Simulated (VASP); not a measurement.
# MgTeF6 (P4/mmm) in VASP: a series of runs

MgTeF6 is run at these levels: PBE; tasks: single point.

Everything below comes from runs of VASP 6.6.1. Logs are shortened: lines on timing, memory, paths and dates and some standing lists are left out, and cuts for length are marked.

### Step 1. The cell of the first run

It takes space group P4/mmm (No. 123, tetragonal). Conventional cell: a = 3.465 Å, b = 3.465 Å, c = 7.214 Å, α = 90.00°, β = 90.00°, γ = 90.00°. Mg (site symmetry 4/mmm) has 12 F at 2.45 to 2.66 Å within 3.2 Å. Within 3.1 Å of Te (site symmetry 4/mmm) lie 12 F at 2.35 to 2.45 Å. Within 3.2 Å of F (site symmetry 4/mmm) lie 4 Mg at 2.45 Å and 8 F at 2.66 Å. F (site symmetry 4/mmm) has 8 F at 2.35 Å and 4 Te at 2.45 Å within 3.1 Å. F (site symmetry 2mm) has 2 Te at 2.35 Å and 9 F at 2.35 to 3.19 Å and 2 Mg at 2.66 Å within 3.2 Å.

The cell was generated, and may not be a known phase.

### Step 2. Single point, PBE

INCAR

```
  ALGO = Normal
  EDIFF = 1E-6
  ENCUT = 520
  GGA = PE
  ISIF = 2
  ISMEAR = 0
  LASPH = T
  LCHARG = F
  LREAL = F
  LWAVE = F
  NBANDS = 35
  NELM = 80
  PREC = Accurate
  SIGMA = 0.1
```

KPOINTS

```
k-points
0
Gamma
  4 4 2
```

POSCAR

```
MgTeF6
1.0
    3.4648466689      0.0000000000      0.0000000000
    0.0000000000      3.4648466689      0.0000000000
    0.0000000000      0.0000000000      7.2142187427
Mg Te F
1 1 6
Direct
    0.0000000000      0.0000000000      0.0000000000
    0.0000000000      0.0000000000      0.5000000000
    0.5000000000      0.5000000000      0.0000000000
    0.5000000000      0.5000000000      0.5000000000
    0.5000000000      0.0000000000      0.2791476558
    0.5000000000      0.0000000000      0.7208523442
    0.0000000000      0.5000000000      0.2791476558
    0.0000000000      0.5000000000      0.7208523442
```

Potentials or basis: VASP PAW PBE potentials, release 64 (Mg, Te, F).

Run with:

```console
cat potpaw_PBE.64/Mg/POTCAR potpaw_PBE.64/Te/POTCAR potpaw_PBE.64/F/POTCAR > POTCAR
mpirun -np 1 vasp_std > vasp.out
```

OUTCAR:

```text
EDIFF = 1E-6
   ENCUT = 520
   GGA = PE
   ISIF = 2
   ISMEAR = 0
   LASPH = T
   LREAL = F
   NELM = 80
   PREC = Accurate

 ion  position               nearest neighbor table
   1  0.000  0.000  0.000-   3 2.45   3 2.45   3 2.45   3 2.45   8 2.66   5 2.66   7 2.66   8 2.66
                             6 2.66   5 2.66   6 2.66   7 2.66   2 3.61   2 3.61
   2  0.000  0.000  0.500-   5 2.35   6 2.35   7 2.35   8 2.35   7 2.35   8 2.35   5 2.35   6 2.35
                             4 2.45   4 2.45   4 2.45   4 2.45   1 3.61   1 3.61
   3  0.500  0.500  0.000-   1 2.45   1 2.45   1 2.45   1 2.45
   4  0.500  0.500  0.500-   2 2.45   2 2.45   2 2.45   2 2.45
   5  0.500  0.000  0.279-   2 2.35   2 2.35   1 2.66   1 2.66
   6  0.500  0.000  0.721-   2 2.35   2 2.35   1 2.66   1 2.66
   7  0.000  0.500  0.279-   2 2.35   2 2.35   1 2.66   1 2.66
   8  0.000  0.500  0.721-   2 2.35   2 2.35   1 2.66   1 2.66

  LATTYP: Found a simple tetragonal cell.
 ALAT       =     3.4648466689
 C/A-ratio  =     2.0821177478

  Lattice vectors:

 A1 = (   3.4648466689,   0.0000000000,   0.0000000000)
 A2 = (   0.0000000000,   3.4648466689,   0.0000000000)
 A3 = (   0.0000000000,   0.0000000000,   7.2142187427)

Analysis of symmetry for initial positions (statically):
=====================================================================
 Subroutine PRICEL returns:
 Original cell was already a primitive cell.

 Routine SETGRP: Setting up the symmetry group for a
 simple tetragonal supercell.

 Subroutine GETGRP returns: Found 16 space group operations
 (whereof 16 operations were pure point group operations)
 out of a pool of 16 trial point group operations.

The static configuration has the point symmetry D_4h.

Analysis of symmetry for dynamics (positions and initial velocities):
=====================================================================
 Subroutine PRICEL returns:
 Original cell was already a primitive cell.

 Routine SETGRP: Setting up the symmetry group for a
 simple tetragonal supercell.

 Subroutine GETGRP returns: Found 16 space group operations
 (whereof 16 operations were pure point group operations)
 out of a pool of 16 trial point group operations.

The dynamic configuration has the point symmetry D_4h.

 Subroutine INISYM returns: Found 16 space group operations
 (whereof 16 operations are pure point group operations),
 and found     1 'primitive' translations

----------------------------------------------------------------------------------------

                                     Primitive cell

  volume of cell :      86.6079

  direct lattice vectors                    reciprocal lattice vectors
     3.464846669  0.000000000  0.000000000     0.288613060  0.000000000  0.000000000
     0.000000000  3.464846669  0.000000000     0.000000000  0.288613060  0.000000000
     0.000000000  0.000000000  7.214218743     0.000000000  0.000000000  0.138615148

  length of vectors
     3.464846669  3.464846669  7.214218743     0.288613060  0.288613060  0.138615148

  position of ions in fractional coordinates (direct lattice)
     0.000000000  0.000000000  0.000000000
     0.000000000  0.000000000  0.500000000
     0.500000000  0.500000000  0.000000000
     0.500000000  0.500000000  0.500000000
     0.500000000  0.000000000  0.279147656
     0.500000000  0.000000000  0.720852344
     0.000000000  0.500000000  0.279147656
     0.000000000  0.500000000  0.720852344

  ion indices of the primitive-cell ions
   primitive index   ion index
                 1           1
                 2           2
                 3           3
                 4           4
                 5           5
                 6           6
                 7           7
                 8           8

----------------------------------------------------------------------------------------

 KPOINTS: k-points

Automatic generation of k-mesh.
 Grid dimensions read from file:
 generate k-points for:    4    4    2

 Generating k-lattice:

  Cartesian coordinates                     Fractional coordinates (reciprocal lattice)
     0.072153265  0.000000000  0.000000000     0.250000000  0.000000000  0.000000000
     0.000000000  0.072153265  0.000000000     0.000000000  0.250000000  0.000000000
     0.000000000  0.000000000  0.069307574     0.000000000  0.000000000  0.500000000

  Length of vectors
     0.072153265  0.072153265  0.069307574

  Shift w.r.t. Gamma in fractional coordinates (k-lattice)
     0.000000000  0.000000000  0.000000000

 Subroutine IBZKPT returns following result:
 ===========================================

 Found     12 irreducible k-points:

 Following reciprocal coordinates:
            Coordinates               Weight
  0.000000  0.000000  0.000000      1.000000
  0.250000  0.000000  0.000000      4.000000
  0.500000  0.000000  0.000000      2.000000
  0.250000  0.250000  0.000000      4.000000
  0.500000  0.250000  0.000000      4.000000
  0.500000  0.500000  0.000000      1.000000
  0.000000  0.000000  0.500000      1.000000
  0.250000  0.000000  0.500000      4.000000
  0.500000  0.000000  0.500000      2.000000
  0.250000  0.250000  0.500000      4.000000
  0.500000  0.250000  0.500000      4.000000
  0.500000  0.500000  0.500000      1.000000
   k-points           NKPTS =     12   k-points in BZ     NKDIM =     12   number of bands    NBANDS=     35
   number of dos      NEDOS =    301   number of ions     NIONS =      8
   total plane-waves  NPLWV =  42336
   dimension x,y,z NGX =    28 NGY =   28 NGZ =   54
   dimension x,y,z NGXF=    56 NGYF=   56 NGZF=  108
   ions per type =               1   1   6
   NGX,Y,Z   is equivalent  to a cutoff of  13.43, 13.43, 12.44 a.u.
   NGXF,Y,Z  is equivalent  to a cutoff of  26.87, 26.87, 24.89 a.u.
 SYSTEM =  unknown system
   PREC   = accura    normal or accurate (medium, high low for compatibility)
   ISTART =      0    job   : 0-new  1-cont  2-samecut
   ICHARG =      2    charge: 1-file 2-atom 10-const
   ISPIN  =      1    spin polarized calculation?
   LNONCOLLINEAR =      F non collinear calculations
   LSORBIT =      F    spin-orbit coupling
   LASPH  =      T    aspherical Exc in radial PAW
   ENCUT  =  520.0 eV  38.22 Ry    6.18 a.u.   6.44  6.44 13.41*2*pi/ulx,y,z
   NELM   =     80;   NELMIN=  2; NELMDL= -5     # of ELM steps
   EDIFF  = 0.1E-05   stopping-criterion for ELM
   LREAL  =      F    real-space projection
[... 7 lines left out ...]
   TEBEG  =    0.0;   TEEND  =   0.0 temperature during run
   PSTRESS=    0.0 pullay stress
   NELECT =      50.0000    total number of electrons
   NUPDOWN=      -1.0000    fix difference up-down
   EMIN   =  10.00;   EMAX   =-10.00  energy-range for DOS
   EFERMI =   0.00;   METHOD = LEGACY
   ISMEAR =     0;   SIGMA  =   0.10  broadening in eV -4-tet -1-fermi 0-gaus
   EFERMI_NEDOS =   21; number of points for ismear=-14 and -15
   IALGO  =     38    algorithm
   IMIX   =      4    mixing-type and parameters
     AMIX     =   0.40;   BMIX     =  1.00
     AMIX_MAG =   1.60;   BMIX_MAG =  1.00
  volume/ion in A,a.u.               =      10.83        73.06
  Fermi-wavevector in a.u.,A,eV,Ry     =   1.363156  2.575992 25.282286  1.858196
  Thomas-Fermi vector in A             =   2.489584
   LORBIT       =      0    0 simple, 1 ext, 2 COOP (PROOUT), +10 PAW based schemes
   GGA     = PE    functional components
   LHFCALC =     F    Hartree Fock is set to
   AEXX    =    0.0000 exact exchange contribution
   IVDW    =     0    specifies the selected vdW correction
   LEPSILON=     F    determine dielectric tensor
   LRPA    =     F    only Hartree local field effects (RPA)
 non-spin polarized calculation
 Gauss-broadening in eV      SIGMA  =   0.10
  energy-cutoff  :      520.00
  volume of cell :       86.61
 maximum number of plane-waves:      2363
 NGX is ok and might be reduce to    28
   NGX = 13   NGY = 13   NGZ = 27

 number of electron      49.9999925 magnetization

 Free energy of the ion-electron system (eV)
  ---------------------------------------------------
  ext. energy  EPLUGINS =         0.00000000
  ---------------------------------------------------
  free energy    TOTEN  =       -30.21290028 eV

  energy without entropy =      -30.21290028  energy(sigma->0) =      -30.21290028

 E-fermi :   3.3392     XC(G=0): -10.7098

 val. band max:        2.8569190693   @ k =   0.5000   0.5000   0.0000
 cond. band min:       4.6178278215   @ k =   0.0000   0.0000   0.5000
 fundamental gap:      1.7609087522
 Fermi energy:         3.3392191044

 k-point     1 :       0.0000    0.0000    0.0000
  band No.  band energies     occupation
      1     -19.9226      2.00000
      2     -18.8470      2.00000
      3     -17.8215      2.00000
      4     -17.5134      2.00000
      5     -17.4689      2.00000
      6     -17.1381      2.00000
[... 27 lines left out ...]
     34      17.0729      0.00000
     35      17.0729      0.00000

 k-point     2 :       0.2500    0.0000    0.0000
  band No.  band energies     occupation
      1     -19.6139      2.00000
      2     -18.6351      2.00000
      3     -17.9179      2.00000
      4     -17.6739      2.00000
      5     -17.6539      2.00000
      6     -17.1275      2.00000
[... 27 lines left out ...]
     34      16.5146      0.00000
     35      18.1475      0.00000

 k-point     3 :       0.5000    0.0000    0.0000
  band No.  band energies     occupation
      1     -19.0844      2.00000
      2     -18.3884      2.00000
      3     -18.1697      2.00000
      4     -18.0932      2.00000
      5     -17.6967      2.00000
      6     -17.1049      2.00000
[... 27 lines left out ...]
     34      17.6385      0.00000
     35      17.7628      0.00000

 k-point     4 :       0.2500    0.2500    0.0000
  band No.  band energies     occupation
      1     -19.3356      2.00000
      2     -18.4659      2.00000
      3     -17.8800      2.00000
      4     -17.8753      2.00000
      5     -17.7661      2.00000
      6     -17.1386      2.00000
[... 27 lines left out ...]
     34      16.9716      0.00000
     35      18.3440      0.00000

 k-point     5 :       0.5000    0.2500    0.0000
  band No.  band energies     occupation
      1     -18.8591      2.00000
      2     -18.2999      2.00000
      3     -18.1070      2.00000
      4     -18.0681      2.00000
      5     -17.8389      2.00000
      6     -17.1300      2.00000
[... 27 lines left out ...]
     34      17.1200      0.00000
     35      17.7689      0.00000

 k-point     6 :       0.5000    0.5000    0.0000
  band No.  band energies     occupation
      1     -18.4234      2.00000
      2     -18.2080      2.00000
      3     -18.2080      2.00000
      4     -18.0428      2.00000
      5     -18.0428      2.00000
      6     -17.1388      2.00000
[... 27 lines left out ...]
     34      16.6384      0.00000
     35      16.6384      0.00000

 k-point     7 :       0.0000    0.0000    0.5000
  band No.  band energies     occupation
      1     -19.9052      2.00000
      2     -18.9084      2.00000
      3     -17.7361      2.00000
      4     -17.5095      2.00000
      5     -17.4711      2.00000
      6     -17.1781      2.00000
[... 27 lines left out ...]
     34      16.8612      0.00000
     35      16.8612      0.00000

 k-point     8 :       0.2500    0.0000    0.5000
  band No.  band energies     occupation
      1     -19.5985      2.00000
      2     -18.6876      2.00000
      3     -17.8923      2.00000
      4     -17.6632      2.00000
      5     -17.6269      2.00000
      6     -17.1524      2.00000
[... 27 lines left out ...]
     34      16.7955      0.00000
     35      16.8715      0.00000

 k-point     9 :       0.5000    0.0000    0.5000
  band No.  band energies     occupation
      1     -19.0748      2.00000
      2     -18.3814      2.00000
      3     -18.1772      2.00000
      4     -18.1491      2.00000
      5     -17.6320      2.00000
      6     -17.1225      2.00000
[... 27 lines left out ...]
     34      17.7841      0.00000
     35      18.3441      0.00000

 k-point    10 :       0.2500    0.2500    0.5000
  band No.  band energies     occupation
      1     -19.3229      2.00000
      2     -18.5087      2.00000
      3     -17.8715      2.00000
      4     -17.8436      2.00000
      5     -17.7705      2.00000
      6     -17.1441      2.00000
[... 27 lines left out ...]
     34      16.8641      0.00000
     35      18.4158      0.00000

 k-point    11 :       0.5000    0.2500    0.5000
  band No.  band energies     occupation
      1     -18.8526      2.00000
      2     -18.2940      2.00000
      3     -18.1134      2.00000
      4     -18.0999      2.00000
      5     -17.8139      2.00000
      6     -17.1297      2.00000
[... 27 lines left out ...]
     34      17.6830      0.00000
     35      18.4277      0.00000

 k-point    12 :       0.5000    0.5000    0.5000
  band No.  band energies     occupation
      1     -18.4232      2.00000
      2     -18.2032      2.00000
      3     -18.2032      2.00000
      4     -18.0479      2.00000
      5     -18.0479      2.00000
      6     -17.1391      2.00000
[... 27 lines left out ...]
     34      17.9968      0.00000
     35      18.2210      0.00000

------------------------ aborting loop because EDIFF is reached ----------------------------------------

  FORCE on cell =-STRESS in cart. coord.  units (eV):
  Direction    XX          YY          ZZ          XY          YZ          ZX
  --------------------------------------------------------------------------------------
  -------------------------------------------------------------------------------------
  Total       -0.5540442     -0.5540442     -0.5965852      0.0000000      0.0000000     -0.0000000
  in kB      -10.2493819    -10.2493819    -11.0363564      0.0000000      0.0000000     -0.0000000
  external PRESSURE =     -10.5117067 kB  Pullay stress =       0.0000000 kB

 VOLUME and BASIS-vectors are now :
 -----------------------------------------------------------------------------
  energy-cutoff  :      520.00
  volume of cell :       86.61
      direct lattice vectors                 reciprocal lattice vectors
     3.464846669  0.000000000  0.000000000     0.288613060  0.000000000  0.000000000
     0.000000000  3.464846669  0.000000000     0.000000000  0.288613060  0.000000000
     0.000000000  0.000000000  7.214218743     0.000000000  0.000000000  0.138615148

 POSITION                                       TOTAL-FORCE (eV/Angst)
 -----------------------------------------------------------------------------------
      0.00000      0.00000      0.00000         0.000000      0.000000      0.000000
      0.00000      0.00000      3.60711         0.000000      0.000000      0.000000
      1.73242      1.73242      0.00000         0.000000      0.000000      0.000000
      1.73242      1.73242      3.60711         0.000000      0.000000      0.000000
      1.73242      0.00000      2.01383         0.000000     -0.000000      0.018771
      1.73242      0.00000      5.20039        -0.000000     -0.000000     -0.018771
      0.00000      1.73242      2.01383        -0.000000      0.000000      0.018771
      0.00000      1.73242      5.20039         0.000000      0.000000     -0.018771
 -----------------------------------------------------------------------------------
    total drift:                                0.000000      0.000000      0.000000

  FREE ENERGIE OF THE ION-ELECTRON SYSTEM (eV)
  ---------------------------------------------------
  free  energy   TOTEN  =       -30.2129002812 eV

  energy  without entropy=      -30.2129002812  energy(sigma->0) =      -30.21290028
```

Wall time 38 s (1 thread of Oxide Virtual Turin-like, shared host); peak memory 0.17 GiB.

Results:

| Quantity | Value |
| --- | --- |
| Free energy | -30.2129 eV |
| Pressure | -1.1 GPa |
| Largest force | 0.019 eV/Å |
| Band gap on the k mesh | 1.76 eV (least direct gap 2.03 eV) |

Forces on the atoms (eV/Å):
```
Mg   0.000  0.000  0.000
Te   0.000  0.000  0.000
F    0.000  0.000  0.000
F    0.000  0.000  0.000
F    0.000  0.000  0.019
F    0.000  0.000 -0.019
F    0.000  0.000  0.019
F    0.000  0.000 -0.019
```

Caveat: the k points lie up to 0.45 Å⁻¹ apart; spin-orbit coupling is left out, which moves the levels of the heavy elements. A k mesh can miss the band edges.

### Step 3. Single point, PBE

This run uses another cell than the first one, of 14.85 Å³/atom.

INCAR

```
PREC = Accurate
ENCUT = 520
EDIFF = 1E-6
ISMEAR = 0
SIGMA = 0.1
LREAL = F
LASPH = T
NELM = 80
ALGO = Normal
ISIF = 2
LWAVE = F
LCHARG = T
GGA = PE
LELF = T
LVHAR = T
NBANDS = 35
```

KPOINTS

```
Automatic mesh
0
Gamma
  4 4 2
```

POSCAR

```
MgTeF6
1.0
    3.9091087200      0.0000000000      0.0000000000
    0.0000000000      3.9091087200      0.0000000000
    0.0000000000      0.0000000000      7.7743925000
Mg Te F
1 1 6
Direct
    0.0000000000      0.0000000000      0.0000000000
    0.0000000000      0.0000000000      0.5000000000
    0.5000000000      0.5000000000      0.0000000000
    0.5000000000      0.5000000000      0.5000000000
    0.5000000000      0.0000000000      0.2477058200
    0.5000000000      0.0000000000      0.7522941800
    0.0000000000      0.5000000000      0.2477058200
    0.0000000000      0.5000000000      0.7522941800
```

Potentials or basis: VASP PAW PBE potentials, release 64 (Mg, Te, F).

Run with:

```console
cat potpaw_PBE.64/Mg/POTCAR potpaw_PBE.64/Te/POTCAR potpaw_PBE.64/F/POTCAR > POTCAR
mpirun -np 1 vasp_std > vasp.out
```

It took 83 s on 1 thread of Oxide Virtual Turin-like, shared host; peak memory 0.2 GiB.

The run converged. Its results:

```yaml
Free_energy: -26.4403 eV
Pressure: -19.3 GPa
Largest_force: 1.173 eV/Å
Band_gap_on_the_k_mesh: zero (bands 25 and 26 overlap by 0.04 eV)
```

Forces in eV/Å, atoms in the order of the input:
```
Mg   0.000  0.000  0.000
Te   0.000  0.000  0.000
F    0.000  0.000  0.000
F    0.000  0.000  0.000
F    0.000  0.000  1.173
F    0.000  0.000 -1.173
F    0.000  0.000  1.173
F    0.000  0.000 -1.173
```

Stress tensor (GPa, compression positive):
```
-18.80   0.00   0.00
  0.00 -18.80   0.00
  0.00   0.00 -20.34
```

Levels at points of the mesh, in eV from the Fermi level:
| k point | band 21 | band 22 | band 23 | band 24 | band 25 | band 26 | band 27 | band 28 | band 29 | band 30 |
| --- | --- | --- | --- | --- | --- | --- | --- | --- | --- | --- |
| (0.00, 0.00, 0.00) | -0.88 | -0.88 | -0.56 | -0.54 | -0.54 | 0.48 | 1.46 | 1.46 | 3.58 | 8.25 |
| (0.50, 0.00, 0.00) | -1.29 | -1.00 | -0.78 | -0.57 | -0.06 | 0.05 | 0.62 | 1.15 | 5.19 | 7.71 |
| (0.50, 0.50, 0.00) | -0.85 | -0.85 | -0.47 | -0.46 | -0.06 | 1.21 | 1.26 | 1.26 | 5.19 | 9.17 |
| (0.00, 0.00, 0.50) | -0.88 | -0.88 | -0.59 | -0.59 | -0.29 | -0.10 | 1.46 | 1.46 | 4.11 | 7.48 |
| (0.50, 0.00, 0.50) | -1.13 | -0.89 | -0.88 | -0.63 | -0.15 | 0.22 | 0.63 | 1.15 | 5.29 | 7.55 |
| (0.50, 0.50, 0.50) | -0.86 | -0.86 | -0.46 | -0.46 | -0.14 | 1.10 | 1.23 | 1.23 | 5.21 | 8.83 |

Caveat: the k points lie up to 0.40 Å⁻¹ apart; spin-orbit coupling is left out, which moves the levels of the heavy elements; forces of over 1 eV/Å act on the atoms, so gaps and moduli don't describe the material at rest.

The gap in the log of VASP goes by the Fermi energy; the results here count the filled bands.